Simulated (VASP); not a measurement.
**MgO: G0W0 quasiparticle levels with PBE**

Crystal: MgO.

```
Mg O
1.0
     2.92306    0.00000    0.00000
    -1.46153    2.53144    0.00000
     0.00000    0.00000    5.09210
Mg O
2 2
Direct
  0.00000 0.00000 0.00000
  0.00000 0.00000 0.50000
  0.33333 0.66667 0.25000
  0.66667 0.33333 0.75000
```

* Program: VASP 6.6.1
* Task: G0W0 quasiparticle levels
* Functional: PBE
* Potentials or basis: VASP PAW PBE potentials, release 64 (Mg_GW, O_GW)
* Cutoff: 500 eV
* k mesh: 6 × 6 × 4
* Occupations: gaussian, width 0.01 eV
* Spin: no spin polarisation
* Dipole correction: no
* GW scheme: G0W0
* GW iterations: 1
* Cutoff of the response function: 80
* Frequency points: 48
* Empty bands: 61
* Further INCAR settings: ALGO = EVGW0; EDIFF = 1e-08; NBANDS = 69

The band gap on the k mesh, mean-field level is 4.45 eV, direct, the quasiparticle gap is 6.68 eV and the least direct quasiparticle gap is 6.68 eV.

Levels at points of the mesh, in eV from the valence-band top:
| k point | band 5 | band 6 | band 7 | band 8 | band 9 | band 10 | band 11 | band 12 |
| --- | --- | --- | --- | --- | --- | --- | --- | --- |
| (0.00, 0.00, 0.00) | -0.52 | -0.51 | 0.00 | 0.00 | 4.45 | 8.13 | 11.75 | 12.99 |
| (0.50, 0.00, 0.00) | -2.66 | -1.59 | -1.24 | -0.72 | 8.47 | 9.59 | 10.33 | 11.72 |
| (0.00, 0.00, 0.50) | -0.27 | -0.27 | -0.27 | -0.27 | 6.90 | 6.90 | 11.94 | 11.94 |
| (0.50, 0.00, 0.50) | -1.54 | -1.54 | -0.99 | -0.99 | 8.69 | 8.69 | 10.92 | 10.92 |

Wall time 4.6 min on 1 thread of Intel Xeon 6975P-C, on a shared host, peak memory 0.57 GiB.

Caveat: bands, screening cutoff and mesh are small and nothing is extrapolated, so the quasiparticle values aren't converged.
